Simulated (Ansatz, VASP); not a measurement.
## One calculation of Ta4N, two programs

```xyz
5
Lattice="4.2595 0.0000 0.0000 -2.1297 3.6888 0.0000 0.0000 0.0000 5.6703" Properties=species:S:1:pos:R:3 pbc="T T T"
Ta    2.1297    0.0000    0.0000
Ta   -1.0649    1.8444    0.0000
Ta    1.0649    1.8444    0.0000
Ta    0.0000    0.0000    2.8352
N     0.0000    0.0000    0.0000
```

Alike in both runs: task single point; functional PBE; k mesh 6 × 6 × 4; occupations gaussian, width 0.1 eV; collinear spin.

|  | VASP | Ansatz |
| --- | --- | --- |
| version | VASP 6.6.1 | Ansatz 0.2.0 |
| potentials or method | VASP PAW PBE potentials, release 64 (Ta_pv, N), cutoff 520 eV | scalar-relativistic, plane waves, PAW |
| valence electrons in the cell | 49 | 57 |

VASP gave:

```
gap on the k mesh at the Fermi level (eV)                     : none
net moment per atom (μB)                                      : 0.00
size of the moment on the site where the two differ most (μB) : 0.00
```

Estimate Ansatz's values.

gap on the k mesh at the Fermi level (eV): none; net moment per atom (μB): 0.16; size of the moment on the site where the two differ most (μB): 0.55.

The net moments are unlike, so the other rows may belong to different states. Site moments also hang on the region over which each program counts them. A gap of «none» marks a metal or a gap that the smearing closes. VASP's potentials hold 49 valence electrons a cell and Ansatz's 57, so a difference there can come from the potentials and not from the codes.

Spin-orbit coupling is off throughout.
